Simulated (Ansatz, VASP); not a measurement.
**One calculation of ScAl3N4, two programs**

The input INCAR:

```
SYSTEM = ScAl3N4
  PREC = Accurate
  ENCUT = 600
  EDIFF = 1E-6
  ISMEAR = 0
  SIGMA = 0.02
  LREAL = .FALSE.
  LASPH = .TRUE.
  NELM = 120
  ALGO = Normal
  ISIF = 2
  LWAVE = .FALSE.
  LCHARG = .FALSE.
  GGA = PE
  NBANDS = 30
  GGA_COMPAT = .FALSE.
```

The input KPOINTS:

```
Automatic mesh
0
G
  10 10 10
  0 0 0
```

Contents of POSCAR:

```
ScAl3N4
1.0
   -2.1267641106      2.1267641106      4.1290782511
    2.1267641106     -2.1267641106      4.1290782511
    2.1267641106      2.1267641106     -4.1290782511
Sc Al N
1 3 4
Direct
    0.0000000000      0.0000000000      0.0000000000
    0.5000000000      0.5000000000      0.0000000000
    0.7500000000      0.2500000000      0.5000000000
    0.2500000000      0.7500000000      0.5000000000
    0.7375500573      0.7375500573      0.0000000000
    0.2624499427      0.2624499427      0.0000000000
    0.5000000000      0.0000000000      0.5000000000
    0.0000000000      0.5000000000      0.5000000000
```

Input for Ansatz:

```yaml
crystal:
  lattice:
    - [-2.1267641106, 2.1267641106, 4.1290782511]
    - [2.1267641106, -2.1267641106, 4.1290782511]
    - [2.1267641106, 2.1267641106, -4.1290782511]
  atoms:
    - { symbol: Sc, position: [0.0, 0.0, 0.0] }
    - { symbol: Al, position: [0.5, 0.5, 0.0] }
    - { symbol: Al, position: [0.75, 0.25, 0.5] }
    - { symbol: Al, position: [0.25, 0.75, 0.5] }
    - { symbol: "N", position: [0.7375500573, 0.7375500573, 0.0] }
    - { symbol: "N", position: [0.2624499427, 0.2624499427, 0.0] }
    - { symbol: "N", position: [0.5, 0.0, 0.5] }
    - { symbol: "N", position: [0.0, 0.5, 0.5] }
basis:
  ecutwfc: 420
kpoints:
  mp_grid: { grid: [10, 10, 10] }
  band_path:
    path:
      - [[0.0, 0.0, 0.0], [0.0, 0.0, 0.5], [0.25, 0.25, 0.25], [0.0, 0.5, 0.0], [0.0, 0.0, 0.0], [0.5, 0.5, -0.5], [0.31632426, 0.68367574, -0.31632426]]
      - [[-0.31632426, 0.31632426, 0.31632426], [0.0, 0.0, 0.0]]
      - [[0.0, 0.0, 0.5], [-0.13264852, 0.13264852, 0.5]]
      - [[0.5, 0.5, -0.13264852], [0.5, 0.5, -0.5]]
    npoints: 14
hamiltonian:
  xc: pbe
scf:
  occupations: { method: gaussian, width: 0.02 }
  n_extra_bands: 20
output:
  forces: true
  stress: true
  eigenvalues: true
  populations: true
  dos: { projected: true, de: 0.02, nscf_kmesh: { grid: [15, 15, 15] } }
  bader: true
```

Alike in both runs: task single point; functional PBE; k mesh 10 × 10 × 10; occupations gaussian, width 0.02 eV; no spin polarisation.

|  | VASP | Ansatz |
| --- | --- | --- |
| version | VASP 6.6.1 | Ansatz 0.2.0 |
| potentials or method | VASP PAW PBE potentials, release 64 (Sc_sv, Al, N), cutoff 600 eV | scalar-relativistic, plane waves, PAW |
| valence electrons in the cell | 40 | 40 |

|  | VASP | Ansatz | Ansatz less VASP |
| --- | --- | --- | --- |
| gap on the k mesh at the Fermi level (eV) | 1.95 | 1.96 | +0.015 |
| least direct gap on the mesh (eV) | 1.95 | 1.96 | +0.015 |
| pressure (GPa) | 0.2 | 0.0 | -0.22 |
| traceless stress, the component that is largest in VASP (GPa) | -0.06 | 0.02 | +0.083 |
| rms of the force components (eV/Å) | 0.015 | 0.000 | -0.0143 |

Atom by atom the forces differ by 0.015 eV/Å (rms over components). The functional is the same, so the differences come from potentials, cutoffs and numerics.
